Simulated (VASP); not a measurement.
# Cu (I4/mmm) in VASP: a series of runs

Cu is run at these levels: PBE; tasks: single point.

Everything below comes from runs of VASP 6.6.1. Logs are shortened: lines on timing, memory, paths and dates and some standing lists are left out, and cuts for length are marked.

### 1 The cell of the first run

It takes space group I4/mmm (No. 139, tetragonal). Conventional cell: a = 2.556 Å, b = 2.556 Å, c = 3.470 Å, α = 90.00°, β = 90.00°, γ = 90.00°. Within 3.3 Å of Cu (site symmetry 4/mmm) lie 12 Cu at 2.51 to 2.56 Å.

### 2 Single point, PBE (strain -0.0400 x Voigt [1, 0, 0, 0, 0, 0])

INCAR reads:

```
PREC     = Accurate       # precision mode
ENCUT    = 520            # plane-wave cutoff, eV
EDIFF    = 1E-6           # SCF threshold, eV
ISMEAR   = 0              # smearing method
SIGMA    = 0.15           # smearing width, eV
LREAL    = F              # projectors in reciprocal space
LASPH    = T              # aspherical terms in the spheres
NELM     = 80             # most SCF steps
ALGO     = Normal         # electronic algorithm
ISIF     = 2              # what is computed and relaxed
LWAVE    = F              # write WAVECAR
LCHARG   = F              # write CHGCAR
GGA      = PE             # functional
NBANDS   = 12             # bands
```

KPOINTS reads:

```
regular mesh
0
Gamma
  22 22 22
```

POSCAR reads:

```
Cu
1.0
    0.0000000000      1.8075000000      1.8075000000
    1.7352000000      0.0000000000      1.8075000000
    1.7352000000      1.8075000000      0.0000000000
Cu
1
Direct
    0.0000000000      0.0000000000      0.0000000000
```

Potentials or basis: VASP PAW PBE potentials, release 64 (Cu).

Launch:

```sh
$ cat potpaw_PBE.64/Cu/POTCAR > POTCAR
$ mpirun -np 1 vasp_std > vasp.out
```

OUTCAR:

```text
PREC = Accurate
   ENCUT = 520
   EDIFF = 1E-6
   ISMEAR = 0
   LREAL = F
   LASPH = T
   NELM = 80
   ISIF = 2
   GGA = PE

 ion  position               nearest neighbor table
   1  0.000  0.000  0.000-

  LATTYP: Found a body centered tetragonal cell.
 ALAT       =     2.5561910140
 C/A-ratio  =     1.3576450199

  Lattice vectors:

 A1 = (  -1.7352000000,   0.0000000000,  -1.8075000000)
 A2 = (  -1.7352000000,   0.0000000000,   1.8075000000)
 A3 = (   1.7352000000,   1.8075000000,   0.0000000000)

Analysis of symmetry for initial positions (statically):
=====================================================================
 Subroutine PRICEL returns:
 Original cell was already a primitive cell.

 Routine SETGRP: Setting up the symmetry group for a
 body centered tetragonal supercell.

 Subroutine GETGRP returns: Found 16 space group operations
 (whereof 16 operations were pure point group operations)
 out of a pool of 16 trial point group operations.

The static configuration has the point symmetry D_4h.

Analysis of symmetry for dynamics (positions and initial velocities):
=====================================================================
 Subroutine PRICEL returns:
 Original cell was already a primitive cell.

 Routine SETGRP: Setting up the symmetry group for a
 body centered tetragonal supercell.

 Subroutine GETGRP returns: Found 16 space group operations
 (whereof 16 operations were pure point group operations)
 out of a pool of 16 trial point group operations.

The dynamic configuration has the point symmetry D_4h.

 Subroutine INISYM returns: Found 16 space group operations
 (whereof 16 operations are pure point group operations),
 and found     1 'primitive' translations

----------------------------------------------------------------------------------------

                                     Primitive cell

  volume of cell :      11.3380

  direct lattice vectors                    reciprocal lattice vectors
     0.000000000  1.807500000  1.807500000    -0.288151222  0.276625173  0.276625173
     1.735200000  0.000000000  1.807500000     0.288151222 -0.276625173  0.276625173
     1.735200000  1.807500000  0.000000000     0.288151222  0.276625173 -0.276625173

  length of vectors
     2.556191014  2.505588811  2.505588811     0.485874571  0.485874571  0.485874571

  position of ions in fractional coordinates (direct lattice)
     0.000000000  0.000000000  0.000000000

  ion indices of the primitive-cell ions
   primitive index   ion index
                 1           1

----------------------------------------------------------------------------------------

 KPOINTS: regular mesh

Automatic generation of k-mesh.
 Grid dimensions read from file:
 generate k-points for:   22   22   22

 Generating k-lattice:

  Cartesian coordinates                     Fractional coordinates (reciprocal lattice)
    -0.013097783  0.012573871  0.012573871     0.045454545 -0.000000000 -0.000000000
     0.013097783 -0.012573871  0.012573871     0.000000000  0.045454545  0.000000000
     0.013097783  0.012573871 -0.012573871     0.000000000  0.000000000  0.045454545

  Length of vectors
     0.022085208  0.022085208  0.022085208

  Shift w.r.t. Gamma in fractional coordinates (k-lattice)
     0.000000000  0.000000000  0.000000000

 Subroutine IBZKPT returns following result:
 ===========================================

 Found    834 irreducible k-points:

 Following reciprocal coordinates:
            Coordinates               Weight
  0.000000  0.000000  0.000000      1.000000
  0.045455 -0.000000 -0.000000      8.000000
  0.090909 -0.000000 -0.000000      8.000000
  0.136364 -0.000000 -0.000000      8.000000
  0.181818 -0.000000 -0.000000      8.000000
  0.227273 -0.000000 -0.000000      8.000000
[... 16 lines left out ...]
  0.500000  0.045455  0.000000     16.000000
 -0.454545  0.045455  0.000000     16.000000
 [... further k-points ...]
   k-points           NKPTS =    834   k-points in BZ     NKDIM =    834   number of bands    NBANDS=     12
   number of dos      NEDOS =    301   number of ions     NIONS =      1
   total plane-waves  NPLWV =   8000
   dimension x,y,z NGX =    20 NGY =   20 NGZ =   20
   dimension x,y,z NGXF=    40 NGYF=   40 NGZF=   40
   ions per type =               1
   NGX,Y,Z   is equivalent  to a cutoff of  13.01, 13.27, 13.27 a.u.
   NGXF,Y,Z  is equivalent  to a cutoff of  26.01, 26.54, 26.54 a.u.
 SYSTEM =  unknown system
   PREC   = accura    normal or accurate (medium, high low for compatibility)
   ISTART =      0    job   : 0-new  1-cont  2-samecut
   ICHARG =      2    charge: 1-file 2-atom 10-const
   ISPIN  =      1    spin polarized calculation?
   LNONCOLLINEAR =      F non collinear calculations
   LSORBIT =      F    spin-orbit coupling
   LASPH  =      T    aspherical Exc in radial PAW
   ENCUT  =  520.0 eV  38.22 Ry    6.18 a.u.   4.75  4.66  4.66*2*pi/ulx,y,z
   NELM   =     80;   NELMIN=  2; NELMDL= -5     # of ELM steps
   EDIFF  = 0.1E-05   stopping-criterion for ELM
   LREAL  =      F    real-space projection
   EDIFFG = 0.1E-04   stopping-criterion for IOM
   NSW    =      0    number of steps for IOM
   IBRION =     -1    ionic relax: 0-MD 1-quasi-New 2-CG
   NFREE  =      0    steps in history (QN), initial steepest desc. (CG)
   ISIF   =      2    stress and relaxation
   ISYM   =      2    0-nonsym 1-usesym 2-fastsym
   POTIM  = 0.5000    time-step for ionic-motion
   TEBEG  =    0.0;   TEEND  =   0.0 temperature during run
   PSTRESS=    0.0 pullay stress
   NELECT =      11.0000    total number of electrons
   NUPDOWN=      -1.0000    fix difference up-down
   EMIN   =  10.00;   EMAX   =-10.00  energy-range for DOS
   EFERMI =   0.00;   METHOD = LEGACY
   ISMEAR =     0;   SIGMA  =   0.15  broadening in eV -4-tet -1-fermi 0-gaus
   EFERMI_NEDOS =   21; number of points for ismear=-14 and -15
   IALGO  =     38    algorithm
   IMIX   =      4    mixing-type and parameters
     AMIX     =   0.40;   BMIX     =  1.00
     AMIX_MAG =   1.60;   BMIX_MAG =  1.00
  volume/ion in A,a.u.               =      11.34        76.51
  Fermi-wavevector in a.u.,A,eV,Ry     =   1.620667  3.062616 35.736521  2.626560
  Thomas-Fermi vector in A             =   2.714568
   LORBIT       =      0    0 simple, 1 ext, 2 COOP (PROOUT), +10 PAW based schemes
   GGA     = PE    functional components
   LHFCALC =     F    Hartree Fock is set to
   AEXX    =    0.0000 exact exchange contribution
   IVDW    =     0    specifies the selected vdW correction
   LEPSILON=     F    determine dielectric tensor
   LRPA    =     F    only Hartree local field effects (RPA)
 non-spin polarized calculation
 Gauss-broadening in eV      SIGMA  =   0.15
  energy-cutoff  :      520.00
  volume of cell :       11.34
 maximum number of plane-waves:       323
   NGX =  9   NGY =  9   NGZ =  9

 number of electron      11.0000006 magnetization

 Free energy of the ion-electron system (eV)
  ---------------------------------------------------
  ext. energy  EPLUGINS =         0.00000000
  ---------------------------------------------------
  free energy    TOTEN  =        -3.71004566 eV

  energy without entropy =       -3.70731836  energy(sigma->0) =       -3.70868201

 E-fermi :   8.1119     XC(G=0): -12.9644

 val. band max:        8.1066216554   @ k =   0.3182   0.5000   0.1364
 cond. band min:       8.1121624594   @ k =  -0.2273   0.2273   0.2273
 fundamental gap:      0.0055408040
 Fermi energy:         8.1119399263

 k-point     1 :       0.0000    0.0000    0.0000
  band No.  band energies     occupation
      1      -1.5637      2.00000
      2       4.8845      2.00000
      3       4.8845      2.00000
      4       5.0849      2.00000
      5       5.7172      2.00000
      6       5.9198      2.00000
      7      31.0561      0.00000
      8      33.9283      0.00000
      9      33.9283      0.00000
     10      34.1572      0.00000
     11      36.4535      0.00000
     12      36.5896      0.00000

 k-point     2 :       0.0455   -0.0000   -0.0000
  band No.  band energies     occupation
      1      -1.4860      2.00000
      2       4.8788      2.00000
      3       4.9000      2.00000
      4       5.0884      2.00000
      5       5.7126      2.00000
      6       5.9120      2.00000
      7      30.6957      0.00000
      8      32.8360      0.00000
      9      33.6586      0.00000
     10      33.8360      0.00000
     11      36.8579      0.00000
     12      36.9550      0.00000

 k-point     3 :       0.0909   -0.0000   -0.0000
  band No.  band energies     occupation
      1      -1.2546      2.00000
      2       4.8522      2.00000
      3       4.9415      2.00000
      4       5.1080      2.00000
      5       5.7036      2.00000
      6       5.8919      2.00000
      7      29.0929      0.00000
      8      31.9858      0.00000
      9      33.1010      0.00000
     10      33.3316      0.00000
     11      37.6882      0.00000
     12      37.7560      0.00000
[... 286 lines left out ...]
 k-point    23 :       0.5000    0.0455    0.0000
  band No.  band energies     occupation
      1       2.8300      2.00000
      2       4.7921      2.00000
      3       5.0311      2.00000
      4       6.1013      2.00000
      5       6.4102      2.00000
      6       7.3399      2.00000
      7      12.1701      0.00000
      8      28.5084      0.00000
      9      29.6259      0.00000
     10      31.2515      0.00000
     11      34.1061      0.00000
     12      35.0960      0.00000

 k-point    24 :      -0.4545    0.0455    0.0000
  band No.  band energies     occupation
      1       2.8182      2.00000
      2       4.7975      2.00000
      3       5.0343      2.00000
      4       6.0798      2.00000
      5       6.3805      2.00000
      6       7.2568      2.00000
      7      12.3432      0.00000
      8      28.2936      0.00000
      9      29.7373      0.00000
     10      31.6072      0.00000
     11      34.0722      0.00000
     12      35.0299      0.00000

 [... further k-points ...]

------------------------ aborting loop because EDIFF is reached ----------------------------------------

  FORCE on cell =-STRESS in cart. coord.  units (eV):
  Direction    XX          YY          ZZ          XY          YZ          ZX
  --------------------------------------------------------------------------------------
  -------------------------------------------------------------------------------------
  Total        0.7568444      0.5929850      0.5929850      0.0000000      0.0000000     -0.0000000
  in kB      106.9500682     83.7950034     83.7950034      0.0000000      0.0000000     -0.0000000
  external PRESSURE =      91.5133583 kB  Pullay stress =       0.0000000 kB

 VOLUME and BASIS-vectors are now :
 -----------------------------------------------------------------------------
  energy-cutoff  :      520.00
  volume of cell :       11.34
      direct lattice vectors                 reciprocal lattice vectors
     0.000000000  1.807500000  1.807500000    -0.288151222  0.276625173  0.276625173
     1.735200000  0.000000000  1.807500000     0.288151222 -0.276625173  0.276625173
     1.735200000  1.807500000  0.000000000     0.288151222  0.276625173 -0.276625173

 POSITION                                       TOTAL-FORCE (eV/Angst)
 -----------------------------------------------------------------------------------
      0.00000      0.00000      0.00000         0.000000      0.000000      0.000000
 -----------------------------------------------------------------------------------
    total drift:                                0.000000     -0.000000      0.000000

  FREE ENERGIE OF THE ION-ELECTRON SYSTEM (eV)
  ---------------------------------------------------
  free  energy   TOTEN  =        -3.7100456572 eV

  energy  without entropy=       -3.7073183584  energy(sigma->0) =       -3.70868201
```

Run time: 39 s. Hardware: 1 thread of Intel Xeon 6975P-C (Granite Rapids), shared host; peak memory 0.22 GiB.

What came out:

```yaml
Free_energy: -3.7100 eV
Pressure: 9.2 GPa
Band_gap_on_the_k_mesh: zero (an odd number of electrons rules out a gap without spin polarisation)
```

Levels at points of the mesh, in eV from the Fermi level:
```csv
k point,band 3,band 4,band 5,band 6,band 7,band 8,band 9,band 10
"(0.00, 0.00, 0.00)",-3.23,-3.03,-2.39,-2.19,22.94,25.82,25.82,26.05
"(0.50, 0.00, 0.00)",-3.09,-1.73,-1.64,-1.13,3.97,21.09,22.03,23.74
"(0.50, 0.50, 0.00)",-1.71,-1.60,-1.47,1.16,7.03,13.72,13.77,18.29
"(0.00, 0.50, 0.50)",-1.71,-1.52,-1.52,2.08,8.14,12.74,12.74,17.45
```

Caveat: the cell differs from its parent crystal (strain -0.0400 x Voigt [1, 0, 0, 0, 0, 0]); the cell stands under pressure.

### 3 Single point, PBE (strain -0.0300 x Voigt [1, 0, 0, 0, 0, 0])

INCAR reads:

```
SYSTEM = Cu
PREC = Accurate
ENCUT = 520
EDIFF = 1E-6
ISMEAR = 0
SIGMA = 0.15
LREAL = .False.
LASPH = .True.
NELM = 100
ALGO = Fast
ISIF = 2
LWAVE = .False.
LCHARG = .True.
GGA = PE
LELF = .True.
LVHAR = .True.
NBANDS = 12
```

KPOINTS reads:

```
Automatic mesh
0
Gamma
  22 22 22
  0 0 0
```

POSCAR reads:

```
Cu
1.0
    0.0000000000      1.8075000000      1.8075000000
    1.7532750000      0.0000000000      1.8075000000
    1.7532750000      1.8075000000      0.0000000000
Cu
1
Direct
    0.0000000000      0.0000000000      0.0000000000
```

Potentials or basis: VASP PAW PBE potentials, release 64 (Cu).

Launch:

```sh
$ cat potpaw_PBE.64/Cu/POTCAR > POTCAR
$ mpirun -np 1 vasp_std > vasp.out
```

It took 48 s on 1 thread of Intel Xeon 6975P-C (Granite Rapids), shared host; peak memory 0.22 GiB.

The run converged. Its results:

| Quantity | Value |
| --- | --- |
| Free energy | -3.7172 eV |
| Pressure | 7.3 GPa |
| Band gap on the k mesh | zero (an odd number of electrons rules out a gap without spin polarisation) |

Stress tensor (GPa, compression positive):
```
8.48 0.00 0.00
0.00 6.71 0.00
0.00 0.00 6.71
```

Levels at points of the mesh, in eV from the Fermi level:
```
           k point  band 3  band 4  band 5  band 6  band 7  band 8  band 9  band 10
(0.00, 0.00, 0.00)   -3.17   -3.03   -2.34   -2.19   22.85   25.67   25.67    25.83
(0.50, 0.00, 0.00)   -3.08   -1.70   -1.64   -1.09    3.91   21.12   22.04    23.28
(0.50, 0.50, 0.00)   -1.69   -1.57   -1.48    1.25    7.06   13.55   13.59    18.10
(0.00, 0.50, 0.50)   -1.69   -1.51   -1.51    1.93    7.87   12.83   12.83    17.48
```

Caveat: the cell differs from its parent crystal (strain -0.0300 x Voigt [1, 0, 0, 0, 0, 0]); the cell stands under pressure.
